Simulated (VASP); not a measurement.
Write the native input for VASP 6.6.1 that does the following.

```yaml
Task: single point
Functional: PBEsol
Potentials_or_basis: VASP PAW PBE potentials, release 64 (Co_sv, Si)
Cutoff: 600 eV
k_mesh: 7 × 7 × 7
Occupations: fermi-dirac, width 0.05 eV
Spin: collinear spin, ferromagnetic start
Starting_moments: "[4.0, 0.0, 0.0] μB"
Fixed_moment: 4 μB
Dipole_correction: no
Second_run: valence_matched
Further_INCAR_settings: ALGO = Normal; EDIFF = 1e-06; NBANDS = 24
```

The structure of CoSi2 lies in POSCAR:

```
CoSi2
1.0
    0.0000000000      2.6780000000      2.6780000000
    2.6780000000      0.0000000000      2.6780000000
    2.6780000000      2.6780000000      0.0000000000
Co Si
1 2
Direct
    0.0000000000      0.0000000000      0.0000000000
    0.7500000000      0.7500000000      0.7500000000
    0.2500000000      0.2500000000      0.2500000000
```

One way to write it, as run:

INCAR

```
PREC = Accurate
ENCUT = 600
EDIFF = 1E-6
ISMEAR = -1
SIGMA = 0.05
LREAL = F
LASPH = T
NELM = 200
ALGO = Normal
ISIF = 2
LWAVE = F
LCHARG = F
ISPIN = 2
MAGMOM = 4 0 0
LORBIT = 11
NUPDOWN = 4.0
LMAXMIX = 4
GGA = PS
NBANDS = 24
GGA_COMPAT = F
```

KPOINTS

```
regular mesh
0
Gamma
  7 7 7
```

Potentials or basis: VASP PAW PBE potentials, release 64 (Co_sv, Si).

Run with:

```sh
$ cat potpaw_PBE.64/Co_sv/POTCAR potpaw_PBE.64/Si/POTCAR > POTCAR
$ mpirun -np 1 vasp_std > vasp.out
```

It gave:

```
Pressure                                              : 30.2 GPa
Net moment                                            : 4.00 μB per cell
Site moments                                          : Co +2.08; Si +0.33 μB
Valence electrons inside the program's atomic spheres : Co 15.18; Si 1.66
```

Caveat: the PAW data sets were made with another functional, which shifts forces and pressure a little; the total moment is fixed, so each spin has its own Fermi level.

Wall time 64 s on 1 thread of Intel(R) Xeon(R) Platinum 8488C (Sapphire Rapids), on a shared host, peak memory 0.2 GiB.
